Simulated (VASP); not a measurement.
# BeSe2 (R-3m) in VASP: single point with PBE

Aim: the single point of BeSe2 with PBE.

Program: VASP 6.6.1. These are calculated values, not measurements. Logs are shortened: lines on timing, memory, paths and dates and some standing lists are left out, and cuts for length are marked.

**1. The cell of the first run**

It takes space group R-3m (No. 166, trigonal). The conventional cell has a = 5.183 Å, b = 5.183 Å, c = 11.057 Å, α = 90.00°, β = 90.00°, γ = 120.00°. Within 2.7 Å of Be (site symmetry -3m) lie 2 Se at 2.03 Å. Within 2.7 Å of Se (site symmetry 3m) lie 1 Be at 2.03 Å.

The cell was built from a structure type or drawn by symmetry, and may not be a known phase.

**2. Single point, PBE**

File INCAR:

```
SYSTEM = BeSe2
PREC = Accurate
ENCUT = 600
EDIFF = 1E-6
ISMEAR = 0
SIGMA = 0.2
LREAL = .False.
LASPH = .True.
NELM = 120
ALGO = Normal
ISIF = 2
LWAVE = .False.
LCHARG = .True.
GGA = PE
LELF = .True.
LVHAR = .True.
NBANDS = 14
GGA_COMPAT = .False.
```

File KPOINTS:

```
regular mesh
0
Gamma
  5 5 5
  0 0 0
```

File POSCAR:

```
BeSe2
1.0
    2.5915162856      1.4962126267      3.6857970255
   -2.5915162856      1.4962126267      3.6857970255
    0.0000000000     -2.9924252485      3.6857970275
Be Se
1 2
Direct
    0.5000000000      0.5000000000      0.5000000000
    0.6840260506      0.6840260506      0.6840260506
    0.3159739494      0.3159739494      0.3159739494
```

Potentials or basis: VASP PAW PBE potentials, release 64 (Be, Se).

Command:

```console
> cat potpaw_PBE.64/Be/POTCAR potpaw_PBE.64/Se/POTCAR > POTCAR
> mpirun -np 1 vasp_std > vasp.out
```

OUTCAR:

```text
SYSTEM = BeSe2
   PREC = Accurate
   ENCUT = 600
   EDIFF = 1E-6
   ISMEAR = 0
   LREAL = .False.
   LASPH = .True.
   NELM = 120
   ISIF = 2
   GGA = PE

 ion  position               nearest neighbor table
   1  0.500  0.500  0.500-   2 2.03   3 2.03
   2  0.684  0.684  0.684-   1 2.03
   3  0.316  0.316  0.316-   1 2.03

  LATTYP: Found a trigonal (rhomboedric) cell.
 ALAT       =     4.7476002987
 COS(alpha) =     0.4040777741

  Lattice vectors:

 A1 = (   2.5915162856,   1.4962126267,   3.6857970255)
 A2 = (  -2.5915162856,   1.4962126267,   3.6857970255)
 A3 = (   0.0000000000,  -2.9924252485,   3.6857970275)

Analysis of symmetry for initial positions (statically):
=====================================================================
 Subroutine PRICEL returns:
 Original cell was already a primitive cell.

 Routine SETGRP: Setting up the symmetry group for a
 trigonal (rhombohedral) supercell.

 Subroutine GETGRP returns: Found 12 space group operations
 (whereof 12 operations were pure point group operations)
 out of a pool of 12 trial point group operations.

The static configuration has the point symmetry D_3d.

Analysis of symmetry for dynamics (positions and initial velocities):
=====================================================================
 Subroutine PRICEL returns:
 Original cell was already a primitive cell.

 Routine SETGRP: Setting up the symmetry group for a
 trigonal (rhombohedral) supercell.

 Subroutine GETGRP returns: Found 12 space group operations
 (whereof 12 operations were pure point group operations)
 out of a pool of 12 trial point group operations.

The dynamic configuration has the point symmetry D_3d.

 Subroutine INISYM returns: Found 12 space group operations
 (whereof 12 operations are pure point group operations),
 and found     1 'primitive' translations

----------------------------------------------------------------------------------------

                                     Primitive cell

  volume of cell :      85.7492

  direct lattice vectors                    reciprocal lattice vectors
     2.591516286  1.496212627  3.685797025     0.192937240  0.111392368  0.090437246
    -2.591516286  1.496212627  3.685797025    -0.192937240  0.111392368  0.090437246
     0.000000000 -2.992425249  3.685797028     0.000000000 -0.222784735  0.090437246

  length of vectors
     4.747600299  4.747600299  4.747600299     0.240441123  0.240441123  0.240441123

  position of ions in fractional coordinates (direct lattice)
     0.500000000  0.500000000  0.500000000
     0.684026051  0.684026051  0.684026051
     0.315973949  0.315973949  0.315973949

  ion indices of the primitive-cell ions
   primitive index   ion index
                 1           1
                 2           2
                 3           3

----------------------------------------------------------------------------------------

 KPOINTS: regular mesh

Automatic generation of k-mesh.
 Grid dimensions read from file:
 generate k-points for:    5    5    5

 Generating k-lattice:

  Cartesian coordinates                     Fractional coordinates (reciprocal lattice)
     0.038587448  0.022278474  0.018087449     0.200000000 -0.000000000  0.000000000
    -0.038587448  0.022278474  0.018087449    -0.000000000  0.200000000  0.000000000
     0.000000000 -0.044556947  0.018087449     0.000000000  0.000000000  0.200000000

  Length of vectors
     0.048088225  0.048088225  0.048088225

  Shift w.r.t. Gamma in fractional coordinates (k-lattice)
     0.000000000  0.000000000  0.000000000

 Subroutine IBZKPT returns following result:
 ===========================================

 Found     19 irreducible k-points:

 Following reciprocal coordinates:
            Coordinates               Weight
  0.000000  0.000000  0.000000      1.000000
  0.200000  0.000000  0.000000      6.000000
  0.400000 -0.000000 -0.000000      6.000000
  0.200000  0.200000  0.000000      6.000000
  0.400000  0.200000  0.000000     12.000000
 -0.400000  0.200000  0.000000     12.000000
[... 11 lines left out ...]
  0.400000  0.400000  0.400000      2.000000
 -0.400000  0.400000  0.400000      6.000000
   k-points           NKPTS =     19   k-points in BZ     NKDIM =     19   number of bands    NBANDS=     14
   number of dos      NEDOS =    301   number of ions     NIONS =      3
   total plane-waves  NPLWV =  64000
   dimension x,y,z NGX =    40 NGY =   40 NGZ =   40
   dimension x,y,z NGXF=    80 NGYF=   80 NGZF=   80
   ions per type =               1   2
   NGX,Y,Z   is equivalent  to a cutoff of  14.01, 14.01, 14.01 a.u.
   NGXF,Y,Z  is equivalent  to a cutoff of  28.01, 28.01, 28.01 a.u.
 SYSTEM =  BeSe2
   PREC   = accura    normal or accurate (medium, high low for compatibility)
   ISTART =      0    job   : 0-new  1-cont  2-samecut
   ICHARG =      2    charge: 1-file 2-atom 10-const
   ISPIN  =      1    spin polarized calculation?
   LNONCOLLINEAR =      F non collinear calculations
   LSORBIT =      F    spin-orbit coupling
   LASPH  =      T    aspherical Exc in radial PAW
   ENCUT  =  600.0 eV  44.10 Ry    6.64 a.u.   9.48  9.48  9.48*2*pi/ulx,y,z
   NELM   =    120;   NELMIN=  2; NELMDL= -5     # of ELM steps
   EDIFF  = 0.1E-05   stopping-criterion for ELM
   LREAL  =      F    real-space projection
   EDIFFG = 0.1E-04   stopping-criterion for IOM
   NSW    =      0    number of steps for IOM
   IBRION =     -1    ionic relax: 0-MD 1-quasi-New 2-CG
   NFREE  =      0    steps in history (QN), initial steepest desc. (CG)
   ISIF   =      2    stress and relaxation
   ISYM   =      2    0-nonsym 1-usesym 2-fastsym
   POTIM  = 0.5000    time-step for ionic-motion
   TEBEG  =    0.0;   TEEND  =   0.0 temperature during run
   PSTRESS=    0.0 pullay stress
   NELECT =      14.0000    total number of electrons
   NUPDOWN=      -1.0000    fix difference up-down
   EMIN   =  10.00;   EMAX   =-10.00  energy-range for DOS
   EFERMI =   0.00;   METHOD = LEGACY
   ISMEAR =     0;   SIGMA  =   0.20  broadening in eV -4-tet -1-fermi 0-gaus
   EFERMI_NEDOS =   21; number of points for ismear=-14 and -15
   IALGO  =     38    algorithm
   IMIX   =      4    mixing-type and parameters
     AMIX     =   0.40;   BMIX     =  1.00
     AMIX_MAG =   1.60;   BMIX_MAG =  1.00
  volume/ion in A,a.u.               =      28.58       192.89
  Fermi-wavevector in a.u.,A,eV,Ry     =   0.894762  1.690855 10.892811  0.800599
  Thomas-Fermi vector in A             =   2.017008
   LORBIT       =      0    0 simple, 1 ext, 2 COOP (PROOUT), +10 PAW based schemes
   GGA     = PE    functional components
   LHFCALC =     F    Hartree Fock is set to
   AEXX    =    0.0000 exact exchange contribution
   IVDW    =     0    specifies the selected vdW correction
   LEPSILON=     F    determine dielectric tensor
   LRPA    =     F    only Hartree local field effects (RPA)
 non-spin polarized calculation
 Gauss-broadening in eV      SIGMA  =   0.20
  energy-cutoff  :      600.00
  volume of cell :       85.75
 maximum number of plane-waves:      2882
 NGX is ok and might be reduce to    40
   NGX = 19   NGY = 19   NGZ = 19

 number of electron      13.9999999 magnetization

 Free energy of the ion-electron system (eV)
  ---------------------------------------------------
  ext. energy  EPLUGINS =         0.00000000
  ---------------------------------------------------
  free energy    TOTEN  =       -10.24980156 eV

  energy without entropy =      -10.21438273  energy(sigma->0) =      -10.23209215

 E-fermi :   1.0830     XC(G=0):  -7.7027

 val. band max:        1.0741562858   @ k =  -0.4000   0.2000   0.2000
 cond. band min:       1.1748629905   @ k =   0.4000   0.2000   0.2000
 fundamental gap:      0.1007067048
 Fermi energy:         1.0829971555

 k-point     1 :       0.0000    0.0000    0.0000
  band No.  band energies     occupation
      1     -12.6413      2.00000
      2     -10.3373      2.00000
      3      -2.2789      2.00000
      4      -1.9997      2.00000
      5      -1.9997      2.00000
      6      -1.1727      2.00000
      7       0.8676      1.87225
      8       0.8676      1.87225
      9       3.2497      0.00000
     10       4.2263      0.00000
     11       4.2263      0.00000
     12       8.0865      0.00000
     13       9.3456      0.00000
     14       9.3456      0.00000

 k-point     2 :       0.2000    0.0000    0.0000
  band No.  band energies     occupation
      1     -12.4795      2.00000
      2     -10.5800      2.00000
      3      -2.3284      2.00000
      4      -2.1160      2.00000
      5      -1.9851      2.00000
      6      -1.4175      2.00000
      7       0.8192      1.93788
      8       1.2278      0.30589
      9       3.8564      0.00000
     10       3.9197      0.00000
     11       4.8025      0.00000
     12       8.1950      0.00000
     13       9.1385      0.00000
     14      10.1090      0.00000

 k-point     3 :       0.4000   -0.0000   -0.0000
  band No.  band energies     occupation
      1     -12.0804      2.00000
      2     -11.1051      2.00000
      3      -2.4711      2.00000
      4      -2.2699      2.00000
      5      -2.0633      2.00000
      6      -1.5851      2.00000
      7       0.9516      1.64719
      8       1.8419      0.00000
      9       3.3880      0.00000
     10       4.7669      0.00000
     11       5.7479      0.00000
     12       7.7290      0.00000
     13       9.5570      0.00000
     14       9.7633      0.00000
[... 239 lines left out ...]
 k-point    18 :       0.4000    0.4000    0.4000
  band No.  band energies     occupation
      1     -12.4365      2.00000
      2     -10.3319      2.00000
      3      -4.0012      2.00000
      4      -2.4510      2.00000
      5      -2.4510      2.00000
      6      -0.9087      2.00000
      7       0.8353      1.92017
      8       0.8353      1.92017
      9       5.9094      0.00000
     10       5.9094      0.00000
     11       6.5757      0.00000
     12       7.9821      0.00000
     13       9.4198      0.00000
     14      10.1664      0.00000

 k-point    19 :      -0.4000    0.4000    0.4000
  band No.  band energies     occupation
      1     -12.2827      2.00000
      2     -10.5883      2.00000
      3      -3.9297      2.00000
      4      -2.6165      2.00000
      5      -2.2813      2.00000
      6      -1.0888      2.00000
      7       0.8646      1.87747
      8       1.2187      0.33721
      9       5.8515      0.00000
     10       5.8559      0.00000
     11       7.2217      0.00000
     12       8.2028      0.00000
     13       9.5126      0.00000
     14      10.1169      0.00000

------------------------ aborting loop because EDIFF is reached ----------------------------------------

  FORCE on cell =-STRESS in cart. coord.  units (eV):
  Direction    XX          YY          ZZ          XY          YZ          ZX
  --------------------------------------------------------------------------------------
  -------------------------------------------------------------------------------------
  Total        0.1208314      0.1208314      0.0523574      0.0000000     -0.0000000     -0.0000000
  in kB        2.2576706      2.2576706      0.9782708      0.0000000     -0.0000000     -0.0000000
  external PRESSURE =       1.8312040 kB  Pullay stress =       0.0000000 kB

 VOLUME and BASIS-vectors are now :
 -----------------------------------------------------------------------------
  energy-cutoff  :      600.00
  volume of cell :       85.75
      direct lattice vectors                 reciprocal lattice vectors
     2.591516286  1.496212627  3.685797025     0.192937240  0.111392368  0.090437246
    -2.591516286  1.496212627  3.685797025    -0.192937240  0.111392368  0.090437246
     0.000000000 -2.992425249  3.685797028     0.000000000 -0.222784735  0.090437246

 POSITION                                       TOTAL-FORCE (eV/Angst)
 -----------------------------------------------------------------------------------
      0.00000      0.00000      5.52870        -0.000000      0.000000      0.000000
      0.00000      0.00000      7.56354         0.000000      0.000000      0.020262
      0.00000      0.00000      3.49385         0.000000     -0.000000     -0.020262
 -----------------------------------------------------------------------------------
    total drift:                                0.000000      0.000000     -0.000000

  FREE ENERGIE OF THE ION-ELECTRON SYSTEM (eV)
  ---------------------------------------------------
  free  energy   TOTEN  =       -10.2498015626 eV

  energy  without entropy=      -10.2143827341  energy(sigma->0) =      -10.23209215
```

It took 19 s on 1 thread of AMD EPYC 9R45 (Zen 5), shared host; peak memory 0.21 GiB.

Results:

* Free energy: -10.2498 eV
* Pressure: 0.2 GPa
* Largest force: 0.020 eV/Å
* Band gap on the k mesh: zero (bands 7 and 8 overlap by 0.24 eV)

Forces in eV/Å, atoms in the order of the input:
```
Be   0.000  0.000  0.000
Se   0.000  0.000  0.020
Se   0.000  0.000 -0.020
```

Levels at points of the mesh, in eV from the Fermi level:
```tsv
k point	band 5	band 6	band 7	band 8	band 9	band 10
(0.00, 0.00, 0.00)	-3.08	-2.26	-0.22	-0.22	2.17	3.14
```

Caveat: semilocal functionals underestimate gaps, so a narrow gap can read as zero.
